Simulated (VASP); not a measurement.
Write the native input for VASP 6.6.1 that does the following.

* Task: single point
* Functional: PBE
* Potentials or basis: VASP PAW PBE potentials, release 64 (B, P)
* Cutoff: 520 eV
* k mesh: 8 × 8 × 8
* Occupations: gaussian, width 0.01 eV
* Spin: no spin polarisation
* Dipole correction: no
* Further INCAR settings: ALGO = Normal; EDIFF = 1e-06; NBANDS = 11

The structure of BP lies in POSCAR:

```
BP
1.0
    0.0000000000      2.2967096490      2.2967096490
    2.2967096490      0.0000000000      2.2967096490
    2.2967096490      2.2967096490      0.0000000000
B P
1 1
Direct
    0.0000000000      0.0000000000      0.0000000000
    0.2500000000      0.2500000000      0.2500000000
```

This cell differs from its parent crystal: volume changed by +3%.

One way to write it, as run:

INCAR

```
PREC = Accurate
ENCUT = 520
EDIFF = 1E-6
ISMEAR = 0
SIGMA = 0.01
LREAL = False
LASPH = True
NELM = 60
ALGO = Normal
ISIF = 2
LWAVE = False
LCHARG = False
GGA = PE
NBANDS = 11
```

KPOINTS

```
regular mesh
0
Gamma
  8 8 8
```

Potentials or basis: VASP PAW PBE potentials, release 64 (B, P).

Command:

```console
$ cat potpaw_PBE.64/B/POTCAR potpaw_PBE.64/P/POTCAR > POTCAR
$ mpirun -np 1 vasp_std > vasp.out
```

Results of the run:

- Pressure: -4.7 GPa
- Band gap on the k mesh: 1.31 eV, indirect (least direct gap 3.35 eV)

Wall time 5.3 s on 1 thread of Intel(R) Xeon(R) Platinum 8259CL CPU @ 2.50GHz (Skylake/Cascade Lake), with other jobs on the host, peak memory 0.13 GiB.
